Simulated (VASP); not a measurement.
Co2Si:

```
CELL_PARAMETERS angstrom
-1.42000 1.42000 4.26000
1.42000 -1.42000 4.26000
1.42000 1.42000 -4.26000
ATOMIC_POSITIONS crystal
Co 0.33300 0.33300 0.00000
Co 0.66700 0.66700 0.00000
Si 0.00000 0.00000 0.00000
```

- Program: VASP 6.6.1
- Task: relaxation of cell and atoms
- Functional: PBE
- Potentials or basis: VASP PAW PBE potentials, release 64 (Co, Si)
- Cutoff: 600 eV
- k mesh: 9 × 9 × 9
- Occupations: gaussian, width 0.2 eV
- Spin: collinear spin, ferromagnetic start
- Starting moments: [3.0, 3.0, 0.0] μB

At the start: pressure -10.5 GPa; volume 11.45 Å³/atom.

Q: How do energy, volume and symmetry change on relaxing?

A: Over 10 steps the energy falls by 97.2 meV/atom and the volume is 10.74 Å³/atom (-6.2 %); space group I4/mmm (No. 139, to 0.1 Å) before and after; moment 1.56 μB per cell.

The path:
```
step  energy change (eV)  largest force (eV/Å)  pressure (GPa)  volume (Å³)
   1              0.0000                1.7229          -10.54        34.36
   2             -0.2136                0.3064           11.58        30.75
   3             -0.2337                0.7615            5.43        31.47
   4             -0.2765                0.3132            0.04        32.35
   5             -0.2788                0.1289            0.90        32.19
   6             -0.2864                0.0384           -1.42        32.48
   7             -0.2867                0.0770           -1.96        32.56
   8             -0.2912                0.0846           -0.02        32.23
   9             -0.2912                0.0858            0.22        32.20
  10             -0.2916                0.0230            0.12        32.23
```

Final structure:
```xyz
3
Lattice="-1.3697 1.3697 4.2941 1.3697 -1.3697 4.2941 1.3697 1.3697 -4.2941" Properties=species:S:1:pos:R:3 pbc="T T T"
Co    0.0000    0.0000    2.9693
Co    0.0000    0.0000    5.6190
Si    0.0000    0.0000    8.5883
```
